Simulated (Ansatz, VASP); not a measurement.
**RbBr in VASP and in Ansatz**

Contents of INCAR:

```
PREC = Accurate
ENCUT = 600
EDIFF = 1E-6
ISMEAR = 0
SIGMA = 0.01
LREAL = False
LASPH = True
NELM = 60
ALGO = Normal
ISIF = 3
LWAVE = False
LCHARG = False
GGA = PS
IBRION = 2
NSW = 80
EDIFFG = -0.001
```

Contents of KPOINTS:

```
Automatic mesh
0
Gamma
  6 6 6
```

File POSCAR:

```
RbBr
1.0
    0.0000000000      3.4252093759      3.4252093759
    3.4252093759      0.0000000000      3.4252093759
    3.4252093759      3.4252093759      0.0000000000
Rb Br
1 1
Direct
    0.0000000000      0.0000000000      0.0000000000
    0.5000000000      0.5000000000      0.5000000000
```

Input for Ansatz:

```yaml
crystal:
  lattice:
    - [0.0, 3.4252093759, 3.4252093759]
    - [3.4252093759, 0.0, 3.4252093759]
    - [3.4252093759, 3.4252093759, 0.0]
  atoms:
    - { symbol: Rb, position: [0.0, 0.0, 0.0] }
    - { symbol: Br, position: [0.5, 0.5, 0.5] }
basis:
  ecutwfc: 420
kpoints:
  mp_grid: { grid: [6, 6, 6] }
hamiltonian:
  xc: pbesol
scf:
  occupations: { method: fixed }
output:
  forces: true
  stress: true
  eigenvalues: true
  write_density: true
  write_potential: true
  elf: true
  volumetric_format: npy
relax:
  adjacent_minimum: "off"
  f_tol: 0.001
  max_steps: 60
  cell: { stress_tol: 0.01 }
```

Alike in both runs: task relaxation of cell and atoms; functional PBEsol; k mesh 6 × 6 × 6; no spin polarisation.

|  | VASP | Ansatz |
| --- | --- | --- |
| version | VASP 6.6.1 | Ansatz 0.2.0 |
| potentials or method | VASP PAW PBE potentials, release 64 (Rb_sv, Br), cutoff 600 eV | scalar-relativistic, plane waves, PAW |
| occupations | gaussian, width 0.01 eV | fixed |
| valence electrons in the cell | 16 | 16 |

VASP gave:

```
gap on the k mesh at the Fermi level, each at its own relaxed structure (eV) : 4.21
relaxed volume (Å³/atom)                                                     : 40.18
relaxed length of the cell vector where the two differ most in proportion (Å)              : 4.844
```

Question: What did Ansatz give for the same quantities?

Answer: gap on the k mesh at the Fermi level, each at its own relaxed structure (eV): 4.22; relaxed volume (Å³/atom): 40.08; relaxed length of the cell vector where the two differ most in proportion (Å): 4.840.

VASP's potentials were made for PBE, not for PBEsol.

Noted on VASP's run: the relaxation stopped at its first step, so nothing moved.
